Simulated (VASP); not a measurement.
## Te: vibrations by perturbation theory with PBEsol

The system is Te.

```xyz
3
Lattice="3.8203 -2.1482 0.0000 3.8203 2.1482 0.0000 -0.0943 0.0000 5.9761" Properties=species:S:1:pos:R:3 pbc="T T T"
Te    0.0000    0.0000    0.0000
Te    2.3324    0.0000    2.0248
Te    5.2139    0.0000    3.9513
```

| Property | Result |
| --- | --- |
| Program | VASP 6.6.1 |
| Task | vibrations by perturbation theory |
| Functional | PBEsol |
| Potentials or basis | VASP PAW PBE potentials, release 64 (Te) |
| Cutoff | 520 eV |
| k mesh | 7 × 7 × 5 |
| Occupations | fermi-dirac, width 0.05 eV |
| Spin | no spin polarisation |
| Dipole correction | no |
| Further INCAR settings | ALGO = Normal; EDIFF = 1e-08; IBRION = 8; NSW = 1 |

```json
{
  "Highest phonon frequency at Γ": "111 cm⁻¹",
  "Most unstable mode": "77i cm⁻¹"
}
```

Phonon frequencies in cm⁻¹ (negative: imaginary):
| q point | frequencies |
| --- | --- |
| (0.000, 0.000, 0.000) | -77 -69 0 0 0 56 63 86 111 |

It took 26 min on 1 thread of Intel Xeon 8259CL, with other jobs on the host, peak memory 0.52 GiB.

Caveat: the cell stands under pressure or tension, which shifts response properties; some modes are imaginary.
